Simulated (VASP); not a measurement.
# MgCr2Ag2O8 (Amm2) in VASP: a series of runs, part 2 of 2

VASP 6.6.1.

**3. Electric field gradients, PBE**

INCAR reads:

```
SYSTEM = MgCr2Ag2O8
PREC     = Accurate       ! precision mode
ENCUT    = 520            ! plane-wave cutoff, eV
EDIFF    = 1E-8           ! SCF threshold, eV
ISMEAR   = -1             ! smearing method
SIGMA    = 0.02           ! smearing width, eV
LREAL    = .False.        ! projectors in reciprocal space
LASPH    = .True.         ! aspherical terms in the spheres
NELM     = 100            ! most SCF steps
ALGO     = Normal         ! electronic algorithm
ISIF     = 2              ! what is computed and relaxed
LWAVE    = .False.        ! write WAVECAR
LCHARG   = .False.        ! write CHGCAR
GGA      = PE             ! functional
LEFG     = .True.       
NBANDS   = 60             ! bands
```

KPOINTS reads:

```
regular mesh
0
Gamma
  4 5 5
  0 0 0
```

POSCAR reads:

```
MgCr2Ag2O8
1.0
    6.5201670000      0.0000000000      0.0000000000
    0.0000000000      3.1842770000      4.5529710000
    0.0000000000     -3.1842770000      4.5529710000
Mg Cr Ag O
1 2 2 8
Direct
    0.0000000000      0.6584220000      0.6584220000
    0.0000000000      0.3601960000      0.3601960000
    0.5000000000      0.6416890000      0.6416890000
    0.7381580000      0.0035940000      0.0035940000
    0.2618420000      0.0035940000      0.0035940000
    0.0000000000      0.2733120000      0.6892160000
    0.5000000000      0.3264010000      0.7451730000
    0.2780400000      0.7445950000      0.7445950000
    0.7969260000      0.2546070000      0.2546070000
    0.7219600000      0.7445950000      0.7445950000
    0.2030740000      0.2546070000      0.2546070000
    0.5000000000      0.7451730000      0.3264010000
    0.0000000000      0.6892160000      0.2733120000
```

Potentials or basis: VASP PAW PBE potentials, release 64 (Mg, Cr_pv, Ag, O).

Launch:

```console
> cat potpaw_PBE.64/Mg/POTCAR potpaw_PBE.64/Cr_pv/POTCAR potpaw_PBE.64/Ag/POTCAR potpaw_PBE.64/O/POTCAR > POTCAR
> mpirun -np 1 vasp_std > vasp.out
```

OUTCAR:

```text
SYSTEM = MgCr2Ag2O8
   PREC = Accurate
   ENCUT = 520
   EDIFF = 1E-8
   ISMEAR = -1
   LREAL = .False.
   LASPH = .True.
   NELM = 100
   ISIF = 2
   GGA = PE

 ion  position               nearest neighbor table
   1  0.000  0.658  0.658-   8 1.98  10 1.98   6 2.09  13 2.09   2 2.72   3 3.26   3 3.26   5 3.58
                             4 3.58
   2  0.000  0.360  0.360-   9 1.64  11 1.64   6 1.72  13 1.72   1 2.72
   3  0.500  0.642  0.642-   7 1.65  12 1.65  10 1.72   8 1.72   1 3.26   1 3.26
   4  0.738  0.004  0.004-   9 2.32  10 2.36   7 2.43  12 2.43   6 2.53  13 2.53   5 3.11   5 3.41
                             1 3.58
   5  0.262  0.004  0.004-  11 2.32   8 2.36   7 2.43  12 2.43   6 2.53  13 2.53   4 3.11   4 3.41
                             1 3.58
   6  0.000  0.273  0.689-   2 1.72   1 2.09   4 2.53   5 2.53
   7  0.500  0.326  0.745-   3 1.65   4 2.43   5 2.43
   8  0.278  0.745  0.745-   3 1.72   1 1.98   5 2.36
   9  0.797  0.255  0.255-   2 1.64   4 2.32
  10  0.722  0.745  0.745-   3 1.72   1 1.98   4 2.36
  11  0.203  0.255  0.255-   2 1.64   5 2.32
  12  0.500  0.745  0.326-   3 1.65   4 2.43   5 2.43
  13  0.000  0.689  0.273-   2 1.72   1 2.09   4 2.53   5 2.53

  LATTYP: Found a base centered orthorhombic cell.
 ALAT       =     6.3685540000
 B/A-ratio  =     1.4298288120
 C/A-ratio  =     1.0238065030

  Lattice vectors:

 A1 = (   0.0000000000,   3.1842770000,  -4.5529710000)
 A2 = (   0.0000000000,   3.1842770000,   4.5529710000)
[... 1773 lines left out ...]
   9      -0.771     1.609    -0.838    -0.000    26.132     0.000
  10      21.459   -53.419    31.960     0.000    24.196     0.000
  11      -0.771     1.609    -0.838    -0.000   -26.132     0.000
  12       4.131    30.061   -34.192     0.000     0.000   -25.580
  13     -35.287    22.440    12.847    -0.000     0.000    20.150
---------------------------------------------------------------------

 Electric field gradients after diagonalization (V/A^2)
 (convention: |V_zz| > |V_xx| > |V_yy|)
----------------------------------------------------------------------
 ion       V_xx      V_yy      V_zz     asymmetry (V_yy - V_xx)/ V_zz
----------------------------------------------------------------------
   1      17.022     3.497   -20.519       0.659
   2     -25.644   -18.363    44.007       0.165
   3     -17.861    -5.517    23.379       0.528
   4      26.466     5.822   -32.288       0.639
   5      26.466     5.822   -32.288       0.639
   6     -35.287    -3.070    38.357       0.840
   7      39.001     4.131   -43.132       0.808
   8      51.469     1.950   -53.419       0.927
   9      25.328     1.609   -26.937       0.881
  10      51.469     1.950   -53.419       0.927
  11      25.328     1.609   -26.937       0.881
  12      39.001     4.131   -43.132       0.808
  13     -35.287    -3.070    38.357       0.840
----------------------------------------------------------------------

           NMR quadrupolar parameters

 Cq : quadrupolar parameter    Cq=e*Q*V_zz/h
 eta: asymmetry parameters     (V_yy - V_xx)/ V_zz
 Q  : nuclear electric quadrupole moment in mb (millibarn)
----------------------------------------------------------------------
 ion       Cq(MHz)       eta       Q (mb)
----------------------------------------------------------------------
   1      -0.050       0.659       1.000
   2       0.106       0.165       1.000
   3       0.057       0.528       1.000
   4      -0.078       0.639       1.000
   5      -0.078       0.639       1.000
   6       0.093       0.840       1.000
   7      -0.104       0.808       1.000
   8      -0.129       0.927       1.000
   9      -0.065       0.881       1.000
  10      -0.129       0.927       1.000
  11      -0.065       0.881       1.000
  12      -0.104       0.808       1.000
  13       0.093       0.840       1.000
----------------------------------------------------------------------
```

OSZICAR:

```text
N       E                     dE             d eps       ncg     rms          rms(c)
DAV:   1     0.972884738889E+03    0.97288E+03   -0.51363E+04  3456   0.159E+03
DAV:   2     0.298369541449E+01   -0.96990E+03   -0.90196E+03  3472   0.420E+02
[... 17 lines left out ...]
DAV:  20    -0.852045776345E+02   -0.19721E-06   -0.19571E-06  4312   0.703E-03    0.632E-03
DAV:  21    -0.852045773156E+02    0.31898E-06   -0.60254E-07  4704   0.746E-03    0.411E-03
DAV:  22    -0.852045774256E+02   -0.11001E-06   -0.38993E-07  3760   0.507E-03    0.116E-03
DAV:  23    -0.852045774417E+02   -0.16073E-07   -0.36834E-08  3472   0.171E-03    0.808E-04
DAV:  24    -0.852045774583E+02   -0.16669E-07   -0.35899E-08  3248   0.107E-03    0.521E-04
DAV:  25    -0.852045774563E+02    0.19809E-08   -0.60919E-09  1960   0.552E-04
   1 F= -.85204577E+02 E0= -.85204577E+02  d E =-.134714E-13
```

Wall time 4.2 min (1 thread of Intel Xeon 6975P-C (Granite Rapids), shared host); peak memory 0.44 GiB.

Results:

```
Free energy                             : -85.2046 eV
Pressure                                : -1.7 GPa
Largest force                           : 0.347 eV/Å
Band gap on the k mesh                  : 1.23 eV (least direct gap 1.26 eV)
Largest electric field gradient by atom : Mg -20.5; Cr +44.0, +23.4; Ag -32.3; O +38.4, -43.1, -53.4, -26.9 (each value once) V/Å²
```

Forces in eV/Å, atoms in the order of the input:
```
Mg   0.000  0.000 -0.058
Cr   0.000  0.000  0.031
Cr   0.000  0.000 -0.142
Ag  -0.003  0.000  0.013
Ag   0.003  0.000  0.013
O    0.000  0.188 -0.199
O    0.000  0.254  0.236
O    0.197  0.000 -0.100
O    0.281  0.000  0.135
O   -0.197  0.000 -0.100
O   -0.281  0.000  0.135
O    0.000 -0.254  0.236
O    0.000 -0.188 -0.199
```

Stress tensor (GPa, compression positive):
```
-1.79  0.00  0.00
 0.00 -1.45  0.00
 0.00  0.00 -1.94
```

Electric field gradients, principal values (V/Å²):
```tsv
atom	least	middle	greatest (by size)
1 Mg	3.497	17.022	-20.519
2 Cr	-18.363	-25.644	44.007
3 Cr	-5.517	-17.861	23.379
4 Ag	5.822	26.466	-32.288
5 Ag	5.822	26.466	-32.288
6 O	-3.070	-35.287	38.357
7 O	4.131	39.001	-43.132
8 O	1.950	51.469	-53.419
9 O	1.609	25.328	-26.937
10 O	1.950	51.469	-53.419
11 O	1.609	25.328	-26.937
12 O	4.131	39.001	-43.132
13 O	-3.070	-35.287	38.357
```

Caveat: without QUAD_EFG the Cq values of the log hold for a quadrupole moment of 1 mb, not for the nuclei; the run has no spin polarisation, though such a crystal can be magnetic. A k mesh can miss the band edges.

**4. Electric field gradients, r2SCAN**

POSCAR is that of step 3.

INCAR.step1 reads:

```
ALGO = Normal ; EDIFF = 1E-4
ENCUT = 520 ; GGA = PE
ISMEAR = -1 ; LASPH = T
LCHARG = F ; LREAL = F
LWAVE = T ; NBANDS = 60
NELM = 100 ; PREC = Accurate
SIGMA = 0.02
```

INCAR.step2 reads:

```
ALGO = Normal ; EDIFF = 1E-8
ENCUT = 520 ; ISIF = 2
ISMEAR = -1 ; ISTART = 1
LASPH = T ; LCHARG = F
LEFG = T ; LMIXTAU = T
LREAL = F ; LWAVE = F
METAGGA = R2SCAN ; NBANDS = 60
NELM = 100 ; PREC = Accurate
SIGMA = 0.02
```

KPOINTS reads:

```
k-points
0
Gamma
  4 5 5
```

Potentials or basis: VASP PAW PBE potentials, release 64 (Mg, Cr_pv, Ag, O).

Launch:

```console
> cat potpaw_PBE.64/Mg/POTCAR potpaw_PBE.64/Cr_pv/POTCAR potpaw_PBE.64/Ag/POTCAR potpaw_PBE.64/O/POTCAR > POTCAR
> cp INCAR.step1 INCAR
> mpirun -np 1 vasp_std > vasp.out
> cp INCAR.step2 INCAR
> mpirun -np 1 vasp_std > vasp.out
```

OUTCAR:

```text
EDIFF = 1E-8
   ENCUT = 520
   ISIF = 2
   ISMEAR = -1
   ISTART = 1
   LASPH = T
   LREAL = F
   METAGGA = R2SCAN
   NELM = 100
   PREC = Accurate

 ion  position               nearest neighbor table
   1  0.000  0.658  0.658-   8 1.98  10 1.98   6 2.09  13 2.09   2 2.72   3 3.26   3 3.26   5 3.58
                             4 3.58
   2  0.000  0.360  0.360-   9 1.64  11 1.64   6 1.72  13 1.72   1 2.72
   3  0.500  0.642  0.642-   7 1.65  12 1.65  10 1.72   8 1.72   1 3.26   1 3.26
   4  0.738  0.004  0.004-   9 2.32  10 2.36   7 2.43  12 2.43   6 2.53  13 2.53   5 3.11   5 3.41
                             1 3.58
   5  0.262  0.004  0.004-  11 2.32   8 2.36   7 2.43  12 2.43   6 2.53  13 2.53   4 3.11   4 3.41
                             1 3.58
   6  0.000  0.273  0.689-   2 1.72   1 2.09   4 2.53   5 2.53
   7  0.500  0.326  0.745-   3 1.65   4 2.43   5 2.43
   8  0.278  0.745  0.745-   3 1.72   1 1.98   5 2.36
   9  0.797  0.255  0.255-   2 1.64   4 2.32
  10  0.722  0.745  0.745-   3 1.72   1 1.98   4 2.36
  11  0.203  0.255  0.255-   2 1.64   5 2.32
  12  0.500  0.745  0.326-   3 1.65   4 2.43   5 2.43
  13  0.000  0.689  0.273-   2 1.72   1 2.09   4 2.53   5 2.53

  LATTYP: Found a base centered orthorhombic cell.
 ALAT       =     6.3685540000
 B/A-ratio  =     1.4298288120
 C/A-ratio  =     1.0238065030

[... 1774 lines left out ...]
   6     -37.392    22.528    14.864     0.000    -0.000   -23.208
   7       2.614    30.368   -32.982    -0.000     0.000    27.931
   8      23.511   -54.058    30.547     0.000   -26.927    -0.000
   9       1.272     1.778    -3.050    -0.000    29.073     0.000
  10      23.511   -54.058    30.547     0.000    26.927    -0.000
  11       1.272     1.778    -3.050    -0.000   -29.073     0.000
  12       2.614    30.368   -32.982     0.000    -0.000   -27.931
  13     -37.392    22.528    14.864    -0.000     0.000    23.208
---------------------------------------------------------------------

 Electric field gradients after diagonalization (V/A^2)
 (convention: |V_zz| > |V_xx| > |V_yy|)
----------------------------------------------------------------------
 ion       V_xx      V_yy      V_zz     asymmetry (V_yy - V_xx)/ V_zz
----------------------------------------------------------------------
   1      16.837     3.447   -20.284       0.660
   2     -25.106   -18.078    43.184       0.163
   3     -14.351    -8.124    22.475       0.277
   4      27.667     4.310   -31.977       0.730
   5      27.667     4.310   -31.977       0.730
   6     -37.392    -4.826    42.218       0.771
   7      40.923     2.614   -43.538       0.880
   8     -54.058    -0.126    54.184       0.995
   9      28.264     1.778   -30.042       0.882
  10     -54.058    -0.126    54.184       0.995
  11      28.264     1.778   -30.042       0.882
  12      40.923     2.614   -43.538       0.880
  13     -37.392    -4.826    42.218       0.771
----------------------------------------------------------------------

           NMR quadrupolar parameters

 Cq : quadrupolar parameter    Cq=e*Q*V_zz/h
 eta: asymmetry parameters     (V_yy - V_xx)/ V_zz
 Q  : nuclear electric quadrupole moment in mb (millibarn)
----------------------------------------------------------------------
 ion       Cq(MHz)       eta       Q (mb)
----------------------------------------------------------------------
   1      -0.049       0.660       1.000
   2       0.104       0.163       1.000
   3       0.054       0.277       1.000
   4      -0.077       0.730       1.000
   5      -0.077       0.730       1.000
   6       0.102       0.771       1.000
   7      -0.105       0.880       1.000
   8       0.131       0.995       1.000
   9      -0.073       0.882       1.000
  10       0.131       0.995       1.000
  11      -0.073       0.882       1.000
  12      -0.105       0.880       1.000
  13       0.102       0.771       1.000
----------------------------------------------------------------------
```

Wall time 11 min (1 thread of Intel Xeon 6975P-C (Granite Rapids), shared host); peak memory 0.48 GiB.

Results:

| Quantity | Value |
| --- | --- |
| Free energy | -145.1878 eV |
| Pressure | -5.4 GPa |
| Largest force | 0.682 eV/Å |
| Band gap on the k mesh | 1.36 eV (least direct gap 1.41 eV) |
| Largest electric field gradient by atom | Mg -20.3; Cr +43.2, +22.5; Ag -32.0; O +42.2, -43.5, +54.2, -30.0 (each value once) V/Å² |

Forces on the atoms (eV/Å):
```
Mg   0.000  0.000 -0.096
Cr   0.000  0.000 -0.002
Cr   0.000  0.000 -0.291
Ag  -0.008  0.000  0.021
Ag   0.008  0.000  0.021
O    0.000  0.487 -0.340
O    0.000  0.492  0.473
O    0.394  0.000 -0.283
O    0.589  0.000  0.324
O   -0.394  0.000 -0.283
O   -0.589  0.000  0.324
O    0.000 -0.492  0.473
O    0.000 -0.487 -0.340
```

Electric field gradients, principal values (V/Å²):
```
atom    least   middle  greatest (by size)
1 Mg    3.447   16.837             -20.284
2 Cr  -18.078  -25.106              43.184
3 Cr   -8.124  -14.351              22.475
4 Ag    4.310   27.667             -31.977
5 Ag    4.310   27.667             -31.977
 6 O   -4.826  -37.392              42.218
 7 O    2.614   40.923             -43.538
 8 O   -0.126  -54.058              54.184
 9 O    1.778   28.264             -30.042
10 O   -0.126  -54.058              54.184
11 O    1.778   28.264             -30.042
12 O    2.614   40.923             -43.538
13 O   -4.826  -37.392              42.218
```

Caveat: the cell stands under tension; without QUAD_EFG the Cq values of the log hold for a quadrupole moment of 1 mb, not for the nuclei; the PAW data sets were made with another functional, which shifts forces and pressure a little; the run has no spin polarisation, though such a crystal can be magnetic.
